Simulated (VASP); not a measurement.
Cd3SeS2, 6 atoms in the cell. The structure is tetragonal, space group P-4m2 (No. 115). Conventional cell: a = 4.903 Å, b = 4.903 Å, c = 6.983 Å, α = 90.00°, β = 90.00°, γ = 90.00°. Within 4.1 Å of Cd (site symmetry -4m2) lie 4 S at 3.08 Å and 6 Cd at 3.47 to 3.49 Å. Within 4.1 Å of Cd (site symmetry -4m2) lie 4 S at 3.08 Å and 4 Cd at 3.47 Å and 2 Se at 3.49 Å. Within 3.9 Å of Cd (site symmetry -4m2) lie 4 S at 2.94 Å and 4 Se at 3.47 Å and 2 Cd at 3.49 Å. Within 3.9 Å of Se (site symmetry -4m2) lie 4 S at 2.94 Å and 6 Cd at 3.47 to 3.49 Å. Within 3.9 Å of S (site symmetry 2mm) lie 6 Cd at 2.94 to 3.08 Å and 2 Se at 2.94 Å. The cell was generated, and may not be a known phase.

* Program: VASP 6.6.1
* Task: relaxation of cell and atoms
* Functional: PBE
* Potentials or basis: VASP PAW PBE potentials, release 64 (Cd, Se, S)
* Cutoff: 600 eV
* k mesh: 4 × 4 × 4
* Occupations: gaussian, width 0.1 eV
* Spin: no spin polarisation
* Dipole correction: no
* Further INCAR settings: ALGO = Normal; EDIFF = 1e-06; IBRION = 2; EDIFFG = -0.04; NSW = 90; ISIF = 3

Potentials or basis: VASP PAW PBE potentials, release 64 (Cd, Se, S).

Command:

```bash
$ cat potpaw_PBE.64/Cd/POTCAR potpaw_PBE.64/Se/POTCAR potpaw_PBE.64/S/POTCAR > POTCAR
$ mpirun -np 1 vasp_std > vasp.out
```

Hardware: 1 thread of Intel(R) Xeon(R) 6975P-C (Granite Rapids), on a shared host.

Question: Estimate the wall time of this run.

Answer: Wall time 18 min on 1 thread of Intel(R) Xeon(R) 6975P-C (Granite Rapids), with other jobs on the host, peak memory 0.38 GiB. Counts: scf iterations 244, k points 18, ion steps 26.
